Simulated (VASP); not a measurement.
Wanted: the native input for a VASP 6.6.1 run.

* Task: single point
* Functional: LDA
* Potentials or basis: VASP PAW LDA potentials, release 64 (Mn_pv)
* Cutoff: 500 eV
* k mesh: 13 × 13 × 17
* Occupations: fermi-dirac, width 0.1 eV
* Spin: no spin polarisation
* Dipole correction: no
* Further INCAR settings: ALGO = Normal; EDIFF = 1e-06; NBANDS = 26

The structure of Mn lies in POSCAR:

```
Mn
1.0
    3.8183517261      0.0000000000      0.0000000000
   -1.9091758630      3.3067895954      0.0000000000
    0.0000000000      0.0000000000      2.4024539521
Mn
3
Direct
    1.0000000000      1.0000000000      0.0000000000
    0.3333333333      0.6666666667      0.5000000000
    0.6666666667      0.3333333333      0.5000000000
```

This isn't the form of Mn at room conditions, which is a 58-atom cubic cell.

The input as run:

INCAR

```
  ALGO = Normal
  EDIFF = 1E-6
  ENCUT = 500
  GGA_COMPAT = F
  ISIF = 2
  ISMEAR = -1
  LASPH = T
  LCHARG = T
  LELF = T
  LREAL = F
  LVHAR = T
  LWAVE = F
  NBANDS = 26
  NELM = 120
  PREC = Accurate
  SIGMA = 0.1
```

KPOINTS

```
k-points
0
Gamma
  13 13 17
```

Potentials or basis: VASP PAW LDA potentials, release 64 (Mn_pv).

Command:

```console
$ cat potpaw_LDA.64/Mn_pv/POTCAR > POTCAR
$ mpirun -np 1 vasp_std > vasp.out
```

It gave:

```json
{
  "Pressure": "0.6 GPa",
  "Band gap on the k mesh": "zero (an odd number of electrons rules out a gap without spin polarisation)"
}
```

Caveat: the run has no spin polarisation, though such a crystal can be magnetic.

Run time: 3.1 min on 1 thread of Intel Xeon 8259CL (shared host), peak memory 0.21 GiB.
